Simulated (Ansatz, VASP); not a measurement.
## One calculation of Si, two programs

The input INCAR:

```
PREC = Accurate
ENCUT = 520
EDIFF = 1E-7
ISMEAR = 0
SIGMA = 0.15
LREAL = F
LASPH = T
NELM = 80
ALGO = Normal
ISIF = 2
LWAVE = F
LCHARG = T
GGA = CA
LELF = T
LVHAR = T
NBANDS = 11
```

The input KPOINTS:

```
Automatic mesh
0
Gamma
  22 22 22
```

Contents of POSCAR:

```
Si
1.0
   -2.5033799418      2.5033799418      1.1927725823
    2.5033799418     -2.5033799418      1.1927725823
    2.5033799418      2.5033799418     -1.1927725823
Si
2
Direct
    0.2500000000      0.7500000000      0.5000000000
    0.5000000000      0.5000000000      0.0000000000
```

Input for Ansatz:

```yaml
crystal:
  lattice:
    - [-2.5033799418, 2.5033799418, 1.1927725823]
    - [2.5033799418, -2.5033799418, 1.1927725823]
    - [2.5033799418, 2.5033799418, -1.1927725823]
  atoms:
    - { symbol: Si, position: [0.25, 0.75, 0.5] }
    - { symbol: Si, position: [0.5, 0.5, 0.0] }
basis:
  ecutwfc: 420
kpoints:
  mp_grid: { grid: [22, 22, 22] }
hamiltonian:
  xc: lda
scf:
  occupations: { method: gaussian, width: 0.15 }
output:
  forces: true
  stress: true
  eigenvalues: true
```

Alike in both runs: task single point; functional LDA; k mesh 22 × 22 × 22; occupations gaussian, width 0.15 eV; no spin polarisation.

|  | VASP | Ansatz |
| --- | --- | --- |
| version | VASP 6.6.1 | Ansatz 0.2.0 |
| potentials or method | VASP PAW LDA potentials, release 64 (Si), cutoff 520 eV | scalar-relativistic, plane waves, PAW |
| valence electrons in the cell | 8 | 8 |

VASP gave:

| Quantity | Value |
| --- | --- |
| gap on the k mesh at the Fermi level (eV) | none |
| pressure (GPa) | 1.2 |
| traceless stress, the component that is largest in VASP (GPa) | 15.34 |

Problem. What did Ansatz give for the same quantities?

Solution. gap on the k mesh at the Fermi level (eV): none; pressure (GPa): 1.1; traceless stress, the component that is largest in VASP (GPa): 15.30.

LDA's correlation is that of Perdew and Zunger in VASP and of Perdew and Wang (1992) in Ansatz. A gap of «none» marks a metal or a gap that the smearing closes.
